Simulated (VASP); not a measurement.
Input of a VASP 6.6.1 run:

The input INCAR:

```
  ALGO = Normal
  EDIFF = 1E-6
  ENCUT = 520
  GGA = PE
  ISIF = 2
  ISMEAR = 0
  LASPH = T
  LCHARG = T
  LELF = T
  LREAL = F
  LVHAR = T
  LWAVE = F
  NBANDS = 11
  NELM = 60
  PREC = Accurate
  SIGMA = 0.05
```

Contents of KPOINTS:

```
k-points
0
Gamma
  12 12 12
```

Contents of POSCAR:

```
C
1.0
    0.0000000000      1.9354073431      1.7545907401
    1.6675308942      0.0000000000      1.7545907401
    1.6675308942      1.9354073431      0.0000000000
C
2
Direct
    0.5000000000      0.5000000000      0.5000000000
    0.7500000000      0.7500000000      0.7500000000
```

Potentials or basis: VASP PAW PBE potentials, release 64 (C).

The run is started by

```sh
$ cat potpaw_PBE.64/C/POTCAR > POTCAR
$ mpirun -np 1 vasp_std > vasp.out
```

**Question.** Predict the pressure.

**Answer.** 3.7 GPa.

**Question.** What does it give for the band gap on the k mesh?

**Answer.** 1.71 eV, indirect (least direct gap 3.95 eV).

Stress tensor (GPa, compression positive):
```
 63.59   0.00   0.00
  0.00 -81.01   0.00
  0.00   0.00  28.42
```

Caveat: the cell differs from its parent crystal (strain +e along x and -e along y -0.0750, strain +e along z and -e/2 along x and y -0.0175). A k mesh can miss the band edges.
